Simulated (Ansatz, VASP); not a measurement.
## CdSn2O3 in VASP and in Ansatz

INCAR

```
SYSTEM = CdSn2O3
ALGO     = Normal         ! electronic algorithm
EDIFF    = 1E-6           ! SCF threshold, eV
EDIFFG   = -0.04          ! ionic threshold
ENCUT    = 600            ! plane-wave cutoff, eV
GGA      = PE             ! functional
IBRION   = 2              ! ionic algorithm
ISIF     = 3              ! what is computed and relaxed
ISMEAR   = 0              ! smearing method
LASPH    = .True.         ! aspherical terms in the spheres
LCHARG   = .False.        ! write CHGCAR
LREAL    = .False.        ! projectors in reciprocal space
LWAVE    = .False.        ! write WAVECAR
NELM     = 100            ! most SCF steps
NSW      = 90             ! ionic steps
PREC     = Accurate       ! precision mode
SIGMA    = 0.1            ! smearing width, eV
```

The input KPOINTS:

```
k-points
0
Gamma
  4 4 6
  0 0 0
```

The input POSCAR:

```
CdSn2O3
1.0
    3.9034680013     -5.0098462833      0.0000000000
    3.9034680013      5.0098462833      0.0000000000
    0.0000000000      0.0000000000      3.2005331180
Cd Sn O
1 2 3
Direct
    0.0000000000      0.0000000000      0.5000000000
    0.5000000000      0.0000000000      0.0000000000
    0.0000000000      0.5000000000      0.0000000000
    0.8514224455      0.1485775545      0.0000000000
    0.1485775545      0.8514224455      0.0000000000
    0.5000000000      0.5000000000      0.5000000000
```

Input for Ansatz:

```yaml
crystal:
  lattice:
    - [3.9034680013, -5.0098462833, 0.0]
    - [3.9034680013, 5.0098462833, 0.0]
    - [0.0, 0.0, 3.200533118]
  atoms:
    - { symbol: Cd, position: [0.0, 0.0, 0.5] }
    - { symbol: Sn, position: [0.5, 0.0, 0.0] }
    - { symbol: Sn, position: [0.0, 0.5, 0.0] }
    - { symbol: O, position: [0.8514224455, 0.1485775545, 0.0] }
    - { symbol: O, position: [0.1485775545, 0.8514224455, 0.0] }
    - { symbol: O, position: [0.5, 0.5, 0.5] }
basis:
  ecutwfc: 420
kpoints:
  mp_grid: { grid: [4, 4, 6] }
hamiltonian:
  xc: pbe
scf:
  occupations: { method: gaussian, width: 0.1 }
  lower_state_search: "off"
output:
  forces: true
  stress: true
  eigenvalues: true
relax:
  adjacent_minimum: "off"
  f_tol: 0.04
  max_steps: 70
  cell: { stress_tol: 0.4 }
```

Alike in both runs: task relaxation of cell and atoms; functional PBE; k mesh 4 × 4 × 6; occupations gaussian, width 0.1 eV; no spin polarisation.

|  | VASP | Ansatz |
| --- | --- | --- |
| version | VASP 6.6.1 | Ansatz 0.2.0 |
| potentials or method | VASP PAW PBE potentials, release 64 (Cd, Sn_d, O), cutoff 600 eV | scalar-relativistic, plane waves, PAW |
| valence electrons in the cell | 58 | 66 |

|  | VASP | Ansatz | Ansatz less VASP |
| --- | --- | --- | --- |
| gap on the k mesh at the Fermi level, each at its own relaxed structure (eV) | none | none | - |
| relaxed volume (Å³/atom) | 20.90 | 20.88 | -0.021 |
| relaxed cell length with the largest relative difference (Å) | 3.247 | 3.246 | -0.0013 |

A gap of «none» marks a metal or a gap that the smearing closes. VASP's potentials hold 58 valence electrons a cell and Ansatz's 66, so a difference there can come from the potentials and not from the codes.
